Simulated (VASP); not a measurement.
# Te2Mo in VASP: a series of runs

Te2Mo is run at these levels: PBEsol+D3(BJ), PBEsol; tasks: single point.

Everything below comes from runs of VASP 6.6.1. Logs are shortened: lines on timing, memory, paths and dates and some standing lists are left out, and cuts for length are marked.

## Step 1: The cell of the first run

The cell holds a slab with vacuum, 6 atoms: a = 6.278 Å, b = 3.311 Å, c = 36.159 Å, α = 90.00°, β = 89.91°, γ = 90.00°.

## Step 2: Single point, PBEsol+D3(BJ)

INCAR reads:

```
PREC = Accurate
ENCUT = 520
EDIFF = 1E-7
ISMEAR = -1
SIGMA = 0.05
LREAL = F
LASPH = T
NELM = 80
ALGO = Normal
ISIF = 2
LWAVE = F
LCHARG = F
GGA = PS
IVDW = 12
NBANDS = 35
```

KPOINTS reads:

```
regular mesh
0
Gamma
  4 8 1
```

POSCAR reads:

```
Te2Mo
1.0
    6.2784275138      0.0000000000      0.0121761760
    0.0000000000      3.3107928054      0.0000000000
   -0.0153791354      0.0000000000     36.1593437727
Te Mo
4 2
Direct
    0.4333923416      0.7500000000      0.5415222310
    0.5666076584      0.2500000000      0.4584777690
    0.9232232486      0.2500000000      0.5569683568
    0.0767767514      0.7500000000      0.4430316432
    0.1835909072      0.2500000000      0.4978705446
    0.8164090928      0.7500000000      0.5021294554
```

Potentials or basis: VASP PAW PBE potentials, release 64 (Te, Mo_sv).

Started as:

```sh
$ cat potpaw_PBE.64/Te/POTCAR potpaw_PBE.64/Mo_sv/POTCAR > POTCAR
$ mpirun -np 1 vasp_std > vasp.out
```

OUTCAR:

```text
PREC = Accurate
   ENCUT = 520
   EDIFF = 1E-7
   ISMEAR = -1
   LREAL = F
   LASPH = T
   NELM = 80
   ISIF = 2
   GGA = PS
   IVDW = 12
 IVDW          = 12

 ion  position               nearest neighbor table
   1  0.433  0.750  0.542-   5 2.77   5 2.77   6 2.79   2 3.53   2 3.53   3 3.54   3 3.54   3 3.65
                             3 3.65
   2  0.567  0.250  0.458-   6 2.77   6 2.77   5 2.79   1 3.53   1 3.53   4 3.54   4 3.54   4 3.65
                             4 3.65
   3  0.923  0.250  0.557-   6 2.67   6 2.67   5 2.69   1 3.54   1 3.54   1 3.65   1 3.65
   4  0.077  0.750  0.443-   5 2.67   5 2.67   6 2.69   2 3.54   2 3.54   2 3.65   2 3.65
   5  0.184  0.250  0.498-   4 2.67   4 2.67   3 2.69   1 2.77   1 2.77   2 2.79   6 2.84   6 2.84

   6  0.816  0.750  0.502-   3 2.67   3 2.67   4 2.69   2 2.77   2 2.77   1 2.79   5 2.84   5 2.84

  LATTYP: Found a simple monoclinic cell.
 ALAT       =     6.2784393208
 B/A-ratio  =     0.5273273558
 C/A-ratio  =     5.7592890837
 COS(beta)  =    -0.0015140485

  Lattice vectors:

 A1 = (   6.2784275138,   0.0000000000,   0.0121761760)
 A2 = (   0.0000000000,  -3.3107928054,   0.0000000000)
 A3 = (   0.0153791354,   0.0000000000, -36.1593437727)

Analysis of symmetry for initial positions (statically):
=====================================================================
 Subroutine PRICEL returns:
 Original cell was already a primitive cell.

 Routine SETGRP: Setting up the symmetry group for a
 simple monoclinic supercell.

 Subroutine GETGRP returns: Found  4 space group operations
 (whereof  2 operations were pure point group operations)
 out of a pool of  4 trial point group operations.

The static configuration has the point symmetry S_2 .
 The point group associated with its full space group is C_2h.

Analysis of symmetry for dynamics (positions and initial velocities):
=====================================================================
 Subroutine PRICEL returns:
 Original cell was already a primitive cell.

 Routine SETGRP: Setting up the symmetry group for a
 simple monoclinic supercell.

 Subroutine GETGRP returns: Found  4 space group operations
 (whereof  2 operations were pure point group operations)
 out of a pool of  4 trial point group operations.

The dynamic configuration has the point symmetry S_2 .
 The point group associated with its full space group is C_2h.

 Subroutine INISYM returns: Found  4 space group operations
 (whereof  2 operations are pure point group operations),
 and found     1 'primitive' translations

----------------------------------------------------------------------------------------

                                     Primitive cell

  volume of cell :     751.6294

  direct lattice vectors                    reciprocal lattice vectors
     6.278427514  0.000000000  0.012176176     0.159275419  0.000000000  0.000067742
     0.000000000  3.310792805  0.000000000     0.000000000  0.302042459  0.000000000
    -0.015379135  0.000000000 36.159343773    -0.000053634  0.000000000  0.027655346

  length of vectors
     6.278439321  3.310792805 36.159347043     0.159275434  0.302042459  0.027655398

  position of ions in fractional coordinates (direct lattice)
     0.433392342  0.750000000  0.541522231
     0.566607658  0.250000000  0.458477769
     0.923223249  0.250000000  0.556968357
     0.076776751  0.750000000  0.443031643
     0.183590907  0.250000000  0.497870545
     0.816409093  0.750000000  0.502129455

  ion indices of the primitive-cell ions
   primitive index   ion index
                 1           1
                 2           2
                 3           3
                 4           4
                 5           5
                 6           6

----------------------------------------------------------------------------------------

 KPOINTS: regular mesh

Automatic generation of k-mesh.
 Grid dimensions read from file:
 generate k-points for:    4    8    1

 Generating k-lattice:

  Cartesian coordinates                     Fractional coordinates (reciprocal lattice)
     0.039818855  0.000000000  0.000016936     0.250000000  0.000000000 -0.000000000
     0.000000000  0.037755307  0.000000000     0.000000000  0.125000000  0.000000000
    -0.000053634  0.000000000  0.027655346     0.000000000  0.000000000  1.000000000

  Length of vectors
     0.039818858  0.037755307  0.027655398

  Shift w.r.t. Gamma in fractional coordinates (k-lattice)
     0.000000000  0.000000000  0.000000000

 Subroutine IBZKPT returns following result:
 ===========================================

 Found     15 irreducible k-points:

 Following reciprocal coordinates:
            Coordinates               Weight
  0.000000  0.000000  0.000000      1.000000
  0.250000  0.000000  0.000000      2.000000
  0.500000  0.000000  0.000000      1.000000
  0.000000  0.125000  0.000000      2.000000
  0.250000  0.125000  0.000000      4.000000
  0.500000  0.125000  0.000000      2.000000
  0.000000  0.250000  0.000000      2.000000
  0.250000  0.250000  0.000000      4.000000
  0.500000  0.250000  0.000000      2.000000
  0.000000  0.375000  0.000000      2.000000
  0.250000  0.375000  0.000000      4.000000
  0.500000  0.375000  0.000000      2.000000
  0.000000  0.500000  0.000000      1.000000
  0.250000  0.500000  0.000000      2.000000
  0.500000  0.500000  0.000000      1.000000
   k-points           NKPTS =     15   k-points in BZ     NKDIM =     15   number of bands    NBANDS=     35
   number of dos      NEDOS =    301   number of ions     NIONS =      6
   total plane-waves  NPLWV = 362880
   dimension x,y,z NGX =    48 NGY =   28 NGZ =  270
   dimension x,y,z NGXF=    96 NGYF=   56 NGZF=  540
   ions per type =               4   2
   NGX,Y,Z   is equivalent  to a cutoff of  12.71, 14.06, 12.41 a.u.
   NGXF,Y,Z  is equivalent  to a cutoff of  25.42, 28.12, 24.83 a.u.
 SYSTEM =  unknown system
   PREC   = accura    normal or accurate (medium, high low for compatibility)
   ISTART =      0    job   : 0-new  1-cont  2-samecut
   ICHARG =      2    charge: 1-file 2-atom 10-const
   ISPIN  =      1    spin polarized calculation?
   LNONCOLLINEAR =      F non collinear calculations
   LSORBIT =      F    spin-orbit coupling
   LASPH  =      T    aspherical Exc in radial PAW
   ENCUT  =  520.0 eV  38.22 Ry    6.18 a.u.  11.67  6.16 67.23*2*pi/ulx,y,z
   NELM   =     80;   NELMIN=  2; NELMDL= -5     # of ELM steps
   EDIFF  = 0.1E-06   stopping-criterion for ELM
   LREAL  =      F    real-space projection
   EDIFFG = 0.1E-05   stopping-criterion for IOM
   NSW    =      0    number of steps for IOM
   IBRION =     -1    ionic relax: 0-MD 1-quasi-New 2-CG
   NFREE  =      0    steps in history (QN), initial steepest desc. (CG)
   ISIF   =      2    stress and relaxation
   ISYM   =      2    0-nonsym 1-usesym 2-fastsym
   POTIM  = 0.5000    time-step for ionic-motion
   TEBEG  =    0.0;   TEEND  =   0.0 temperature during run
   PSTRESS=    0.0 pullay stress
   NELECT =      52.0000    total number of electrons
   NUPDOWN=      -1.0000    fix difference up-down
   EMIN   =  10.00;   EMAX   =-10.00  energy-range for DOS
   EFERMI =   0.00;   METHOD = LEGACY
   ISMEAR =    -1;   SIGMA  =   0.05  broadening in eV -4-tet -1-fermi 0-gaus
   EFERMI_NEDOS =   21; number of points for ismear=-14 and -15
   IALGO  =     38    algorithm
   IMIX   =      4    mixing-type and parameters
     AMIX     =   0.40;   BMIX     =  1.00
     AMIX_MAG =   1.60;   BMIX_MAG =  1.00
  volume/ion in A,a.u.               =     125.27       845.37
  Fermi-wavevector in a.u.,A,eV,Ry     =   0.672060  1.270009  6.145270  0.451665
  Thomas-Fermi vector in A             =   1.748066
   LORBIT       =      0    0 simple, 1 ext, 2 COOP (PROOUT), +10 PAW based schemes
   GGA     = PS    functional components
   LHFCALC =     F    Hartree Fock is set to
   AEXX    =    0.0000 exact exchange contribution
   IVDW    =    12    specifies the selected vdW correction
   LEPSILON=     F    determine dielectric tensor
   LRPA    =     F    only Hartree local field effects (RPA)
 non-spin polarized calculation
  energy-cutoff  :      520.00
  volume of cell :      751.63
 maximum number of plane-waves:     20292
 NGX is ok and might be reduce to    48
   NGX = 23   NGY = 13   NGZ =135

 number of electron      52.0000004 magnetization

 Free energy of the ion-electron system (eV)
  ---------------------------------------------------
  ext. energy  EPLUGINS =         0.00000000
  ---------------------------------------------------
  free energy    TOTEN  =       -39.11334052 eV

  energy without entropy =      -39.09829133  energy(sigma->0) =      -39.10581593

 E-fermi :  -1.8952     XC(G=0):  -2.3772

 val. band max:       -2.1076869818   @ k =   0.5000   0.0000   0.0000
 cond. band min:      -1.8699215952   @ k =   0.0000   0.2500   0.0000
 fundamental gap:      0.2377653867
 Fermi energy:        -1.8951627451

 k-point     1 :       0.0000    0.0000    0.0000
  band No.  band energies     occupation
      1     -62.8449      2.00000
      2     -62.7718      2.00000
      3     -37.1665      2.00000
      4     -37.0574      2.00000
      5     -37.0252      2.00000
      6     -36.9248      2.00000
[... 27 lines left out ...]
     34       1.8994      0.00000
     35       1.9362      0.00000

 k-point     2 :       0.2500    0.0000    0.0000
  band No.  band energies     occupation
      1     -62.8447      2.00000
      2     -62.7720      2.00000
      3     -37.1611      2.00000
      4     -37.0570      2.00000
      5     -37.0248      2.00000
      6     -36.9257      2.00000
[... 27 lines left out ...]
     34       2.0413      0.00000
     35       2.1314      0.00000
[... 454 lines left out ...]
     34       1.7051      0.00000
     35       3.0195      0.00000

 k-point    15 :       0.5000    0.5000    0.0000
  band No.  band energies     occupation
      1     -62.7971      2.00000
      2     -62.7971      2.00000
      3     -37.2157      2.00000
      4     -37.2157      2.00000
      5     -36.9856      2.00000
      6     -36.9856      2.00000
[... 27 lines left out ...]
     34       1.6145      0.00000
     35       2.7496      0.00000

------------------------ aborting loop because EDIFF is reached ----------------------------------------

 Edisp (eV)   -2.13259

 E8    (eV) :    -1.5091

  FORCE on cell =-STRESS in cart. coord.  units (eV):
  Direction    XX          YY          ZZ          XY          YZ          ZX
  --------------------------------------------------------------------------------------
  -------------------------------------------------------------------------------------
  Total       0.12151     0.08870     0.17663     0.00000     0.00000     0.00584
  in kB       0.25901     0.18907     0.37652     0.00000     0.00000     0.01245
  external pressure =        0.27 kB  Pullay stress =        0.00 kB

 VOLUME and BASIS-vectors are now :
 -----------------------------------------------------------------------------
  energy-cutoff  :      520.00
  volume of cell :      751.63
      direct lattice vectors                 reciprocal lattice vectors
     6.278427514  0.000000000  0.012176176     0.159275419  0.000000000  0.000067742
     0.000000000  3.310792805  0.000000000     0.000000000  0.302042459  0.000000000
    -0.015379135  0.000000000 36.159343773    -0.000053634  0.000000000  0.027655346

 POSITION                                       TOTAL-FORCE (eV/Angst)
 -----------------------------------------------------------------------------------
      2.71269      2.48309     19.58637         0.002269      0.000000      0.022428
      3.55035      0.82770     16.58515        -0.002269      0.000000     -0.022428
      5.78782      0.82770     20.15085        -0.000123      0.000000      0.033225
      0.47522      2.48309     16.02067         0.000123      0.000000     -0.033225
      1.14501      0.82770     18.00491         0.010057      0.000000      0.006135
      5.11804      2.48309     18.16661        -0.010057      0.000000     -0.006135
 -----------------------------------------------------------------------------------
    total drift:                                0.000000      0.000000      0.000000

  FREE ENERGIE OF THE ION-ELECTRON SYSTEM (eV)
  ---------------------------------------------------
  free  energy   TOTEN  =       -41.2459257560 eV

  energy  without entropy=      -41.2308765609  energy(sigma->0) =      -41.23840116
```

Run time: 12 min. Hardware: 1 thread of Intel Xeon Platinum 8259CL at 2.50GHz (Skylake/Cascade Lake), shared host; peak memory 0.92 GiB.

What came out:

```
Free energy                : -41.2459 eV
Largest force              : 0.033 eV/Å
Band gap on the k mesh     : zero (bands 26 and 27 overlap by 0.62 eV)
Dispersion energy per atom : -0.355 eV
```

Forces in eV/Å, atoms in the order of the input:
```
Te   0.002  0.000  0.022
Te  -0.002  0.000 -0.022
Te   0.000  0.000  0.033
Te   0.000  0.000 -0.033
Mo   0.010  0.000  0.006
Mo  -0.010  0.000 -0.006
```

Caveat: there is no dipole correction, which matters where the two faces differ; the PAW data sets were made with another functional, which shifts forces and pressure a little; spin-orbit coupling is left out, which moves the levels of the heavy elements.

## Step 3: Single point, PBEsol

This run uses another cell than the first one.

INCAR reads:

```
SYSTEM = Te2Mo
PREC = Accurate
ENCUT = 520
EDIFF = 1E-6
ISMEAR = -1
SIGMA = 0.05
LREAL = .FALSE.
LASPH = .TRUE.
NELM = 80
ALGO = Normal
ISIF = 2
LWAVE = .FALSE.
LCHARG = .TRUE.
GGA = PS
LELF = .TRUE.
LVHAR = .TRUE.
NBANDS = 35
```

KPOINTS reads:

```
regular mesh
0
G
  4 8 1
  0 0 0
```

POSCAR reads:

```
Te2Mo
1.0
    6.3616090156      0.0000000000      0.0000000000
    0.0000000000      3.4804030600      0.0000000000
   -0.0857412231      0.0000000000     36.1758904685
Te Mo
4 2
Direct
    0.4292511000      0.7500000000      0.5407035800
    0.5707489000      0.2500000000      0.4592964200
    0.9208478700      0.2500000000      0.5565273200
    0.0791521300      0.7500000000      0.4434726800
    0.1813475600      0.2500000000      0.4974653700
    0.8186524400      0.7500000000      0.5025346300
```

Potentials or basis: VASP PAW PBE potentials, release 64 (Te, Mo_sv).

Started as:

```sh
$ cat potpaw_PBE.64/Te/POTCAR potpaw_PBE.64/Mo_sv/POTCAR > POTCAR
$ mpirun -np 1 vasp_std > vasp.out
```

It took 8.8 min on 1 thread of Intel Xeon 6975P-C (Granite Rapids), shared host; peak memory 0.95 GiB.

The run converged. Its results:

| Item | Value |
| --- | --- |
| Free energy | -39.0872 eV |
| Largest force | 0.228 eV/Å |
| Band gap on the k mesh | zero (bands 26 and 27 overlap by 0.18 eV) |

Forces on the atoms (eV/Å):
```
Te   0.035  0.000 -0.225
Te  -0.035  0.000  0.225
Te  -0.007  0.000 -0.176
Te   0.007  0.000  0.176
Mo  -0.004  0.000  0.001
Mo   0.004  0.000 -0.001
```

Levels at points of the mesh, in eV from the Fermi level:
```csv
k point,band 24,band 25,band 26,band 27,band 28,band 29
"(0.00, 0.00, 0.00)",-0.58,-0.28,0.18,0.65,1.10,1.73
"(0.50, 0.00, 0.00)",-0.79,-0.76,-0.64,0.11,1.09,1.48
"(0.00, 0.50, 0.00)",-1.58,-1.37,-1.37,1.18,1.18,1.45
"(0.50, 0.50, 0.00)",-1.70,-0.83,-0.83,1.10,1.10,1.92
```

Caveat: there is no dipole correction, which matters where the two faces differ; the PAW data sets were made with another functional, which shifts forces and pressure a little; spin-orbit coupling is left out, which moves the levels of the heavy elements.

## Step 4: Single point, PBEsol (atoms moved at random)

INCAR reads:

```
ALGO = Normal
EDIFF = 1E-7
ENCUT = 520
GGA = PS
ISIF = 2
ISMEAR = -1
LASPH = T
LCHARG = F
LREAL = F
LWAVE = F
NBANDS = 35
NELM = 80
PREC = Accurate
SIGMA = 0.05
```

KPOINTS reads:

```
k-points
0
Gamma
  4 8 1
```

POSCAR reads:

```
Te2Mo
1.0
    6.3616090156      0.0000000000      0.0000000000
    0.0000000000      3.4804030600      0.0000000000
   -0.0857412231      0.0000000000     36.1758904685
Te Mo
4 2
Direct
    0.4329200000      0.7510310000      0.5407650000
    0.5749750000      0.2575770000      0.4590390000
    0.9171280000      0.2519140000      0.5567750000
    0.0794400000      0.7373410000      0.4438280000
    0.1841300000      0.2597480000      0.4974690000
    0.8177650000      0.7506720000      0.5017880000
```

Started as:

```sh
$ cat potpaw_PBE.64/Te/POTCAR potpaw_PBE.64/Mo_sv/POTCAR > POTCAR
$ mpirun -np 1 vasp_std > vasp.out
```

It took 11 min on 1 thread of Intel Xeon 6975P-C (Granite Rapids), shared host; peak memory 0.97 GiB.

The run converged. Its results:

| Quantity | Value |
| --- | --- |
| Free energy | -39.0481 eV |
| Largest force | 0.638 eV/Å |
| Band gap on the k mesh | zero (bands 26 and 27 overlap by 0.15 eV) |

Forces in eV/Å, atoms in the order of the input:
```
Te  -0.100  0.032 -0.279
Te  -0.252 -0.084  0.117
Te   0.122  0.003 -0.556
Te   0.117  0.447 -0.108
Mo  -0.120 -0.460  0.236
Mo   0.233  0.063  0.590
```

Levels at points of the mesh, in eV from the Fermi level:
```csv
k point,band 23,band 24,band 25,band 26,band 27,band 28,band 29,band 30
"(0.00, 0.00, 0.00)",-0.91,-0.54,-0.24,0.18,0.58,1.05,1.71,2.13
"(0.50, 0.00, 0.00)",-1.22,-0.79,-0.73,-0.65,0.05,1.10,1.48,1.83
"(0.00, 0.50, 0.00)",-1.62,-1.61,-1.37,-1.30,1.16,1.23,1.42,1.49
"(0.50, 0.50, 0.00)",-1.71,-1.67,-0.84,-0.82,1.09,1.15,1.82,1.93
```

Caveat: the cell differs from its parent crystal (atoms moved at random); there is no dipole correction, which matters where the two faces differ; the PAW data sets were made with another functional, which shifts forces and pressure a little; spin-orbit coupling is left out, which moves the levels of the heavy elements.

## Step 5: Summary

| level | cell | gap on the mesh (eV) | largest force (eV/Å) |
| --- | --- | --- | --- |
| PBEsol+D3(BJ) | a = 6.278, b = 3.311, c = 36.159 Å, angles 90.0, 89.9, 90.0°, 6 atoms, atomic positions A | none | 0.03 |
| PBEsol | a = 6.362, b = 3.480, c = 36.176 Å, angles 90.0, 90.1, 90.0°, 6 atoms, atomic positions B | none | 0.23 |
| PBEsol | a = 6.362, b = 3.480, c = 36.176 Å, angles 90.0, 90.1, 90.0°, 6 atoms, atomic positions C | none | 0.64 |

Alike in all rows: task single point; potentials or basis VASP PAW PBE potentials, release 64 (Te, Mo_sv); no spin polarisation; k mesh 4 × 8 × 1; cutoff (eV) 520; smearing fermi-dirac 0.05 eV.

Caveats: there is no dipole correction, which matters where the two faces differ; the PAW data sets were made with another functional, which shifts forces and pressure a little; spin-orbit coupling is left out, which moves the levels of the heavy elements.

Total energies depend on the potentials used, so only differences within one code and one set of settings carry meaning.

The gap in the log of VASP goes by the Fermi energy; the results here count the filled bands.